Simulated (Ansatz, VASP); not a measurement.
One calculation of SiC, two programs

```xyz
12
Lattice="2.1740 -2.1740 0.0000 2.1740 0.0000 -2.1740 10.1452 7.9714 7.9714" Properties=species:S:1:pos:R:3 pbc="T T T"
Si    3.4419   -0.9061   -0.9061
Si    7.7899    7.7899    7.7899
Si    3.4419    1.2679    1.2679
Si    7.7899    3.4419    3.4419
Si    3.4419    3.4419    3.4419
Si    7.7899    5.6159    5.6159
C     6.7029    2.3549    2.3549
C     6.7029    0.1809    0.1809
C     6.7029    4.5289    4.5289
C    11.0509    6.7029    6.7029
C     6.7029    6.7029    6.7029
C     2.3549    0.1809    0.1809
```

Alike in both runs: task single point; functional PBE; k mesh 10 × 10 × 2; occupations gaussian, width 0.05 eV; no spin polarisation.

|  | VASP | Ansatz |
| --- | --- | --- |
| version | VASP 6.6.1 | Ansatz 0.2.0 |
| potentials or method | VASP PAW PBE potentials, release 64 (Si, C), cutoff 520 eV | scalar-relativistic, plane waves, PAW |
| valence electrons in the cell | 48 | 48 |

Ansatz gave:

- gap on the k mesh at the Fermi level (eV): 0.09
- least direct gap on the mesh (eV): 0.40
- pressure (GPa): 5.2
- traceless stress, the component that is largest in VASP (GPa): 4.49
- rms of the force components (eV/Å): 0.358

Q: Estimate VASP's values.

A: gap on the k mesh at the Fermi level (eV): 0.09; least direct gap on the mesh (eV): 0.39; pressure (GPa): 5.2; traceless stress, the component that is largest in VASP (GPa): 4.46; rms of the force components (eV/Å): 0.357.

Atom by atom the forces differ by 0.005 eV/Å (rms over components).
